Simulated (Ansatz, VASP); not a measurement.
Yb in VASP and in Ansatz

The input INCAR:

```
SYSTEM = Yb
PREC = Accurate ; ENCUT = 520
EDIFF = 1E-6 ; ISMEAR = -1
SIGMA = 1.0 ; LREAL = .FALSE.
LASPH = .TRUE. ; NELM = 100
ALGO = Normal ; ISIF = 2
LWAVE = .FALSE. ; LCHARG = .FALSE.
GGA = CA ; NBANDS = 18
```

File KPOINTS:

```
Automatic mesh
0
G
  11 11 11
  0 0 0
```

File POSCAR:

```
Yb
1.0
    0.0000000000      2.4569516026      2.4569516026
    2.4569516026      0.0000000000      2.4569516026
    2.4569516026      2.4569516026      0.0000000000
Yb
1
Direct
    0.0000000000      0.0000000000      0.0000000000
```

Input for Ansatz:

```yaml
crystal:
  lattice:
    - [0.0, 2.4569516026, 2.4569516026]
    - [2.4569516026, 0.0, 2.4569516026]
    - [2.4569516026, 2.4569516026, 0.0]
  atoms:
    - { symbol: Yb, position: [0.0, 0.0, 0.0] }
hamiltonian:
  xc: lda
  pseudopotentials:
    kind: paw
    azcp:
      Yb: "pseudopotentials/Yb.paw.azcp"
basis:
  ecutwfc: 420
  fft_grid_basis: typed
kpoints:
  mp_grid: { grid: [11, 11, 11], shift: [0, 0, 0] }
magnetization:
  spin_polarized: false
scf:
  occupations: { method: fermi_dirac, width: 1.0 }
  lower_state_search: "off"
output:
  stress: true
  write_density: true
  write_potential: true
  elf: true
  volumetric_format: npy
```

Alike in both runs: task single point; functional LDA; k mesh 11 × 11 × 11; occupations fermi-dirac, width 1 eV; no spin polarisation.

|  | VASP | Ansatz |
| --- | --- | --- |
| version | VASP 6.6.1 | Ansatz 0.2.0 |
| potentials or method | VASP PAW PBE potentials, release 64 (Yb), cutoff 520 eV | plane waves (420 eV) with PAW, scalar-relativistic |
| valence electrons in the cell | 24 | 24 |

|  | VASP | Ansatz | Ansatz less VASP |
| --- | --- | --- | --- |
| pressure (GPa) | 2.6 | 2.4 | -0.23 |

VASP's potentials were made for PBE, not for LDA, and Ansatz warns of the same on its side. LDA's correlation is that of Perdew and Zunger in VASP and of Perdew and Wang (1992) in Ansatz.

Neither program's run includes spin-orbit coupling.
